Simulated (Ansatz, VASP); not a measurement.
**One calculation of HfN, two programs**

The input INCAR:

```
SYSTEM = HfN
PREC = Accurate
ENCUT = 520
EDIFF = 1E-7
ISMEAR = 0
SIGMA = 0.05
LREAL = .FALSE.
LASPH = .TRUE.
NELM = 80
ALGO = Normal
ISIF = 2
LWAVE = .FALSE.
LCHARG = .FALSE.
GGA = PE
IVDW = 12
NBANDS = 14
```

The input KPOINTS:

```
regular mesh
0
G
  10 10 10
  0 0 0
```

Contents of POSCAR:

```
HfN
1.0
    0.0000000000      2.2559865858      2.2559865858
    2.2559865858      0.0000000000      2.2559865858
    2.2559865858      2.2559865858      0.0000000000
Hf N
1 1
Direct
    0.5000000000      0.5000000000      0.5000000000
    0.0000000000      0.0000000000      0.0000000000
```

Input for Ansatz:

```yaml
crystal:
  lattice:
    - [0.0, 2.2559865858, 2.2559865858]
    - [2.2559865858, 0.0, 2.2559865858]
    - [2.2559865858, 2.2559865858, 0.0]
  atoms:
    - { symbol: Hf, position: [0.5, 0.5, 0.5] }
    - { symbol: "N", position: [0.0, 0.0, 0.0] }
basis:
  ecutwfc: 420
  ecutrho_ratio: 4
kpoints:
  mp_grid: { grid: [10, 10, 10] }
hamiltonian:
  xc: pbe
  dispersion: d3bj
scf:
  occupations: { method: gaussian, width: 0.05 }
output:
  forces: true
  stress: true
  eigenvalues: true
```

Alike in both runs: task single point; functional PBE; dispersion D3(BJ); k mesh 10 × 10 × 10; occupations gaussian, width 0.05 eV; no spin polarisation.

|  | VASP | Ansatz |
| --- | --- | --- |
| version | VASP 6.6.1 | Ansatz 0.2.0 |
| potentials or method | VASP PAW PBE potentials, release 64 (Hf_pv, N), cutoff 520 eV | scalar-relativistic, plane waves, PAW |
| valence electrons in the cell | 15 | 31 |

```csv
,VASP,Ansatz,Ansatz less VASP
gap on the k mesh at the Fermi level (eV),none,none,-
pressure (GPa),-1.5,0.9,+2.39
```

A gap of «none» marks a metal or a gap that the smearing closes. VASP's potentials hold 15 valence electrons a cell and Ansatz's 31, so a difference there can come from the potentials and not from the codes.

Neither program's run includes spin-orbit coupling.
